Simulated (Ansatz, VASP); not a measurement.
One calculation of SiC, two programs

```xyz
8
Lattice="3.0941 0.0000 0.0000 -1.5471 2.6796 0.0000 0.0000 0.0000 10.5345" Properties=species:S:1:pos:R:3 pbc="T T T"
Si    1.5471    0.8932    9.8797
Si    0.0000    1.7864    4.6125
Si    0.0000    0.0000    7.2467
Si    0.0000    0.0000    1.9794
C     1.5471    0.8932    7.8989
C     0.0000    1.7864    2.6316
C     0.0000    0.0000    5.2720
C     0.0000    0.0000    0.0047
```

Change from the starting cell: strain +0.000 along x and y, +0.040 along z, atoms carried along.

Alike in both runs: task single point; functional PBE; k mesh 12 × 12 × 4; occupations gaussian, width 0.05 eV; no spin polarisation.

|  | VASP | Ansatz |
| --- | --- | --- |
| version | VASP 6.6.1 | Ansatz 0.2.0 |
| potentials or method | VASP PAW PBE potentials, release 64 (Si, C), cutoff 520 eV | scalar-relativistic, plane waves, PAW |
| valence electrons in the cell | 32 | 32 |

Ansatz gave:

- gap on the k mesh at the Fermi level (eV): 2.03
- least direct gap on the mesh (eV): 3.25
- pressure (GPa): -7.3
- traceless stress, the component that is largest in VASP (GPa): -12.11
- rms of the force components (eV/Å): 0.110

**Question.** Estimate VASP's values.

**Answer.** gap on the k mesh at the Fermi level (eV): 2.03; least direct gap on the mesh (eV): 3.25; pressure (GPa): -7.3; traceless stress, the component that is largest in VASP (GPa): -12.15; rms of the force components (eV/Å): 0.110.

Atom by atom the forces differ by 0.000 eV/Å (rms over components).
